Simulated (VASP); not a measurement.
# Si16BH7 in VASP: single point with PBEsol

Aim: the single point of Si16BH7 with PBEsol.

Program: VASP 6.6.1. These are calculated values, not measurements. Logs are shortened: lines on timing, memory, paths and dates and some standing lists are left out, and cuts for length are marked.

## Step 1: The cell of the first run

The cell holds a slab with vacuum, 24 atoms: a = 7.679 Å, b = 7.679 Å, c = 18.419 Å, α = 90.00°, β = 90.00°, γ = 60.00°.

## Step 2: Single point, PBEsol

Contents of INCAR:

```
PREC = Accurate ; ENCUT = 520
EDIFF = 1E-7 ; ISMEAR = 0
SIGMA = 0.05 ; LREAL = Auto
LASPH = T ; NELM = 60
ALGO = Normal ; ISIF = 2
LWAVE = F ; LCHARG = T
GGA = PS ; LELF = T
LVHAR = T ; NBANDS = 55
```

Contents of KPOINTS:

```
Automatic mesh
0
Gamma
  2 2 1
```

Contents of POSCAR:

```
Si16BH7
1.0
    7.6791800000      0.0000000000      0.0000000000
    3.8395900000      6.6503650000      0.0000000000
    0.0000000000      0.0000000000     18.4187650000
H Si B
7 16 1
Direct
    0.1666666600      0.1666666600      0.0542924600
    0.6666666400      0.1666666600      0.0542924600
    0.1666666600      0.6666666300      0.0542924600
    0.6666666400      0.6666666300      0.0542924600
    0.5080013530     -0.0097520598      0.2190801381
    0.3222809139      0.2947111905      0.4454355162
    0.2345446215      0.5984460811      0.4229826121
    0.1666666600      0.1666666600      0.1357311400
    0.6666666400      0.1666666600      0.1357311400
    0.1666666600      0.6666666300      0.1357311400
    0.6666666400      0.6666666300      0.1357311400
   -0.1680537244      0.3340341567      0.1782128267
    0.3294600835      0.3379818575      0.1752062740
   -0.1621543642      0.8316123885      0.1760696877
    0.3322497302      0.8306488727      0.1767263708
   -0.1247403120      0.2979156488      0.3087188210
    0.3513138163      0.3247972140      0.3033525739
   -0.1317598951      0.8306943519      0.3027509893
    0.3164141447      0.8346592979      0.3054560312
    0.0130785542     -0.0141411456      0.3724811399
    0.5195307181     -0.0206973535      0.3020798884
   -0.0008256359      0.5075585659      0.3477537192
    0.5271999004      0.4915830160      0.3163695171
    0.2270392835      0.4458445099      0.4102893151
```

Potentials or basis: VASP PAW PBE potentials, release 64 (H, Si, B).

On the command line:

```sh
> cat potpaw_PBE.64/H/POTCAR potpaw_PBE.64/Si/POTCAR potpaw_PBE.64/B/POTCAR > POTCAR
> mpirun -np 1 vasp_std > vasp.out
```

OUTCAR:

```text
PREC = Accurate
   ENCUT = 520
   EDIFF = 1E-7
   ISMEAR = 0
   LREAL = Auto
   LASPH = T
   NELM = 60
   ISIF = 2
   GGA = PS

 ion  position               nearest neighbor table
   1  0.167  0.167  0.054-   8 1.50
   2  0.667  0.167  0.054-   9 1.50
   3  0.167  0.667  0.054-  10 1.50
   4  0.667  0.667  0.054-  11 1.50
   5  0.508  0.990  0.219-  21 1.53
   6  0.322  0.295  0.445-  24 1.21
   7  0.235  0.598  0.423-  24 1.22
   8  0.167  0.167  0.136-   1 1.50  13 2.34  15 2.36  12 2.36
   9  0.667  0.167  0.136-   2 1.50  12 2.35  14 2.35  13 2.36
  10  0.167  0.667  0.136-   3 1.50  13 2.30  14 2.31  15 2.32
  11  0.667  0.667  0.136-   4 1.50  12 2.35  15 2.35  14 2.36
  12  0.832  0.334  0.178-  11 2.35   9 2.35   8 2.36  16 2.42
  13  0.329  0.338  0.175-  10 2.30   8 2.34   9 2.36  17 2.36
  14  0.838  0.832  0.176-  10 2.31  18 2.34   9 2.35  11 2.36  21 3.14
  15  0.332  0.831  0.177-  10 2.32  11 2.35   8 2.36  19 2.37
  16  0.875  0.298  0.309-  23 2.32  22 2.36  20 2.39  12 2.42
  17  0.351  0.325  0.303-  24 2.18  23 2.29  21 2.30  13 2.36  22 2.48
  18  0.868  0.831  0.303-  22 2.32  21 2.33  14 2.34  20 2.37
  19  0.316  0.835  0.305-  23 2.31  21 2.32  20 2.37  15 2.37
  20  0.013  0.986  0.372-  19 2.37  18 2.37  16 2.39
  21  0.520  0.979  0.302-   5 1.53  17 2.30  19 2.32  18 2.33  14 3.14
  22  0.999  0.508  0.348-  24 1.95  18 2.32  16 2.36  17 2.48
  23  0.527  0.492  0.316-  17 2.29  19 2.31  16 2.32
  24  0.227  0.446  0.410-   6 1.21   7 1.22  22 1.95  17 2.18

  LATTYP: Found a hexagonal cell.
 ALAT       =     7.6791800344
 C/A-ratio  =     2.3985327753

  Lattice vectors:

 A1 = (  -3.8395900000,  -6.6503650000,   0.0000000000)
 A2 = (   7.6791800000,   0.0000000000,   0.0000000000)
 A3 = (   0.0000000000,   0.0000000000,  18.4187650000)

Analysis of symmetry for initial positions (statically):
=====================================================================
 Subroutine PRICEL returns:
 Original cell was already a primitive cell.

 Routine SETGRP: Setting up the symmetry group for a
 hexagonal supercell.

 Subroutine GETGRP returns: Found  1 space group operations
 (whereof  1 operations were pure point group operations)
 out of a pool of 24 trial point group operations.

The static configuration has the point symmetry C_1 .

Analysis of symmetry for dynamics (positions and initial velocities):
=====================================================================
 Subroutine PRICEL returns:
 Original cell was already a primitive cell.

 Routine SETGRP: Setting up the symmetry group for a
 hexagonal supercell.

 Subroutine GETGRP returns: Found  1 space group operations
 (whereof  1 operations were pure point group operations)
 out of a pool of 24 trial point group operations.

The dynamic configuration has the point symmetry C_1 .

 Subroutine INISYM returns: Found  1 space group operations
 (whereof  1 operations are pure point group operations),
 and found     1 'primitive' translations

----------------------------------------------------------------------------------------

                                     Primitive cell

  volume of cell :     940.6344

  direct lattice vectors                    reciprocal lattice vectors
     7.679180000  0.000000000  0.000000000     0.130222237 -0.075183843  0.000000000
     3.839590000  6.650365000  0.000000000     0.000000000  0.150367687  0.000000000
     0.000000000  0.000000000 18.418765000     0.000000000  0.000000000  0.054292457

  length of vectors
     7.679180000  7.679180034 18.418765000     0.150367687  0.150367687  0.054292457

  position of ions in fractional coordinates (direct lattice)
     0.166666660  0.166666660  0.054292460
     0.666666640  0.166666660  0.054292460
     0.166666660  0.666666630  0.054292460
     0.666666640  0.666666630  0.054292460
     0.508001353  0.990247940  0.219080138
     0.322280914  0.294711191  0.445435516
[... 16 lines left out ...]
     0.527199900  0.491583016  0.316369517
     0.227039283  0.445844510  0.410289315

  ion indices of the primitive-cell ions
   primitive index   ion index
                 1           1
                 2           2
                 3           3
                 4           4
                 5           5
                 6           6
[... 16 lines left out ...]
                23          23
                24          24

----------------------------------------------------------------------------------------

 KPOINTS: Automatic mesh

Automatic generation of k-mesh.
 Grid dimensions read from file:
 generate k-points for:    2    2    1

 Generating k-lattice:

  Cartesian coordinates                     Fractional coordinates (reciprocal lattice)
     0.065111119 -0.037591922  0.000000000     0.500000000 -0.000000000  0.000000000
     0.000000000  0.075183843  0.000000000     0.000000000  0.500000000  0.000000000
     0.000000000  0.000000000  0.054292457     0.000000000  0.000000000  1.000000000

  Length of vectors
     0.075183844  0.075183843  0.054292457

  Shift w.r.t. Gamma in fractional coordinates (k-lattice)
     0.000000000  0.000000000  0.000000000

 Subroutine IBZKPT returns following result:
 ===========================================

 Found      4 irreducible k-points:

 Following reciprocal coordinates:
            Coordinates               Weight
  0.000000  0.000000  0.000000      1.000000
  0.500000  0.000000  0.000000      1.000000
  0.500000  0.500000  0.000000      1.000000
  0.000000  0.500000  0.000000      1.000000
   k-points           NKPTS =      4   k-points in BZ     NKDIM =      4   number of bands    NBANDS=     55
   number of dos      NEDOS =    301   number of ions     NIONS =     24
   total plane-waves  NPLWV = 504000
   dimension x,y,z NGX =    60 NGY =   60 NGZ =  140
   dimension x,y,z NGXF=   120 NGYF=  120 NGZF=  280
   ions per type =               7  16   1
   NGX,Y,Z   is equivalent  to a cutoff of  12.99, 12.99, 12.64 a.u.
   NGXF,Y,Z  is equivalent  to a cutoff of  25.98, 25.98, 25.27 a.u.
 SYSTEM =  unknown system
   PREC   = accura    normal or accurate (medium, high low for compatibility)
   ISTART =      0    job   : 0-new  1-cont  2-samecut
   ICHARG =      2    charge: 1-file 2-atom 10-const
   ISPIN  =      1    spin polarized calculation?
   LNONCOLLINEAR =      F non collinear calculations
   LSORBIT =      F    spin-orbit coupling
   LASPH  =      T    aspherical Exc in radial PAW
   ENCUT  =  520.0 eV  38.22 Ry    6.18 a.u.  14.28 14.28 34.25*2*pi/ulx,y,z
   NELM   =     60;   NELMIN=  2; NELMDL= -5     # of ELM steps
   EDIFF  = 0.1E-06   stopping-criterion for ELM
   LREAL  =      T    real-space projection
   EDIFFG = 0.1E-05   stopping-criterion for IOM
   NSW    =      0    number of steps for IOM
   IBRION =     -1    ionic relax: 0-MD 1-quasi-New 2-CG
   NFREE  =      0    steps in history (QN), initial steepest desc. (CG)
   ISIF   =      2    stress and relaxation
   ISYM   =      2    0-nonsym 1-usesym 2-fastsym
   POTIM  = 0.5000    time-step for ionic-motion
   TEBEG  =    0.0;   TEEND  =   0.0 temperature during run
   PSTRESS=    0.0 pullay stress
   NELECT =      74.0000    total number of electrons
   NUPDOWN=      -1.0000    fix difference up-down
   EMIN   =  10.00;   EMAX   =-10.00  energy-range for DOS
   EFERMI =   0.00;   METHOD = LEGACY
   ISMEAR =     0;   SIGMA  =   0.05  broadening in eV -4-tet -1-fermi 0-gaus
   EFERMI_NEDOS =   21; number of points for ismear=-14 and -15
   IALGO  =     38    algorithm
   IMIX   =      4    mixing-type and parameters
     AMIX     =   0.40;   BMIX     =  1.00
     AMIX_MAG =   1.60;   BMIX_MAG =  1.00
  volume/ion in A,a.u.               =      39.19       264.49
  Fermi-wavevector in a.u.,A,eV,Ry     =   0.701474  1.325594  6.694968  0.492066
  Thomas-Fermi vector in A             =   1.785911
   LORBIT       =      0    0 simple, 1 ext, 2 COOP (PROOUT), +10 PAW based schemes
   GGA     = PS    functional components
   LHFCALC =     F    Hartree Fock is set to
   AEXX    =    0.0000 exact exchange contribution
   IVDW    =     0    specifies the selected vdW correction
   LEPSILON=     F    determine dielectric tensor
   LRPA    =     F    only Hartree local field effects (RPA)
 non-spin polarized calculation
 Gauss-broadening in eV      SIGMA  =   0.05
  energy-cutoff  :      520.00
  volume of cell :      940.63
 maximum number of plane-waves:     25382
 NGX is ok and might be reduce to    60
   NGX = 29   NGY = 29   NGZ = 69

 number of electron      74.0000003 magnetization

 Free energy of the ion-electron system (eV)
  ---------------------------------------------------
  ext. energy  EPLUGINS =         0.00000000
  ---------------------------------------------------
  free energy    TOTEN  =      -116.04967264 eV

  energy without entropy =     -116.04967264  energy(sigma->0) =     -116.04967264

 E-fermi :  -1.0315     XC(G=0):  -4.2985

 val. band max:       -1.2871315882   @ k =   0.0000   0.0000   0.0000
 cond. band min:      -0.6801209124   @ k =   0.0000   0.0000   0.0000
 fundamental gap:      0.6070106757
 Fermi energy:        -1.0314513434

 k-point     1 :       0.0000    0.0000    0.0000
  band No.  band energies     occupation
      1     -12.9506      2.00000
      2     -11.6236      2.00000
      3     -10.6991      2.00000
      4     -10.6375      2.00000
      5     -10.4251      2.00000
      6      -9.9996      2.00000
[... 41 lines left out ...]
     48       1.5005      0.00000
     49       1.7465      0.00000

 k-point     2 :       0.5000    0.0000    0.0000
  band No.  band energies     occupation
      1     -12.4739      2.00000
      2     -11.9690      2.00000
      3     -11.2178      2.00000
      4     -10.8671      2.00000
      5     -10.6199      2.00000
      6     -10.5740      2.00000
[... 41 lines left out ...]
     48       2.6094      0.00000
     49       2.6782      0.00000

 k-point     3 :       0.5000    0.5000    0.0000
  band No.  band energies     occupation
      1     -12.4359      2.00000
      2     -12.0289      2.00000
      3     -11.2646      2.00000
      4     -10.7441      2.00000
      5     -10.6526      2.00000
      6     -10.5725      2.00000
[... 41 lines left out ...]
     48       2.5574      0.00000
     49       2.5693      0.00000

 k-point     4 :       0.0000    0.5000    0.0000
  band No.  band energies     occupation
      1     -12.3450      2.00000
      2     -12.2034      2.00000
      3     -11.1472      2.00000
      4     -10.7232      2.00000
      5     -10.6701      2.00000
      6     -10.5213      2.00000
[... 41 lines left out ...]
     48       2.2996      0.00000
     49       2.6101      0.00000
 [bands above 49 left out]

------------------------ aborting loop because EDIFF is reached ----------------------------------------

  FORCE on cell =-STRESS in cart. coord.  units (eV):
  Direction    XX          YY          ZZ          XY          YZ          ZX
  --------------------------------------------------------------------------------------
  -------------------------------------------------------------------------------------
  Total        4.1686363      5.7773281      0.9025202      0.5298444     -0.0305993      0.0242241
  in kB        7.1004153      9.8404911      1.5372577      0.9024810     -0.0521197      0.0412608
  external PRESSURE =       6.1593880 kB  Pullay stress =       0.0000000 kB

 VOLUME and BASIS-vectors are now :
 -----------------------------------------------------------------------------
  energy-cutoff  :      520.00
  volume of cell :      940.63
      direct lattice vectors                 reciprocal lattice vectors
     7.679180000  0.000000000  0.000000000     0.130222237 -0.075183843  0.000000000
     3.839590000  6.650365000  0.000000000     0.000000000  0.150367687  0.000000000
     0.000000000  0.000000000 18.418765000     0.000000000  0.000000000  0.054292457

 POSITION                                       TOTAL-FORCE (eV/Angst)
 -----------------------------------------------------------------------------------
      1.91979      1.10839      1.00000        -0.021958      0.026939     -0.113283
      5.75938      1.10839      1.00000         0.014095      0.064779     -0.111401
      3.83959      4.43358      1.00000         0.046748     -0.076311     -0.183002
      7.67918      4.43358      1.00000         0.000880     -0.053717     -0.130188
      7.70318      6.58551      4.03519        -0.002942      0.007619     -0.005876
      3.60642      1.95994      8.20437         0.014561     -0.030005      0.016975
[... 16 lines left out ...]
      5.93594      3.26921      5.82714        -0.007046      0.000221      0.011870
      3.45534      2.96503      7.55702         0.006335     -0.012149      0.009159
 -----------------------------------------------------------------------------------
    total drift:                                0.000461      0.003541     -0.001871

  FREE ENERGIE OF THE ION-ELECTRON SYSTEM (eV)
  ---------------------------------------------------
  free  energy   TOTEN  =      -116.0496726434 eV

  energy  without entropy=     -116.0496726434  energy(sigma->0) =     -116.04967264
```

Wall time 15 min (1 thread of AMD EPYC 7R43 (Zen 3), shared host); peak memory 0.92 GiB.

What came out:

```
Free energy            : -116.0497 eV
Largest force          : 0.515 eV/Å
Band gap on the k mesh : 0.61 eV, direct
```

Forces in eV/Å, atoms in the order of the input:
```
H   -0.022  0.027 -0.113
H    0.014  0.065 -0.111
H    0.047 -0.076 -0.183
H    0.001 -0.054 -0.130
H   -0.003  0.008 -0.006
H    0.015 -0.030  0.017
H    0.016  0.012 -0.009
Si  -0.185 -0.096  0.304
Si   0.021 -0.048  0.316
Si   0.066  0.162 -0.484
Si   0.061  0.011  0.352
Si   0.000 -0.003  0.007
Si  -0.002  0.001 -0.010
Si  -0.004  0.005  0.001
Si   0.002  0.007  0.002
Si   0.004 -0.001 -0.001
Si  -0.006  0.007  0.011
Si   0.006  0.002  0.016
Si  -0.008  0.010  0.009
Si   0.002 -0.004  0.013
Si  -0.011  0.012  0.012
Si  -0.012 -0.004 -0.032
Si  -0.007  0.000  0.012
B    0.006 -0.012  0.009
```

Caveat: the k points lie up to 0.47 Å⁻¹ apart; the PAW data sets were made with another functional, which shifts forces and pressure a little.
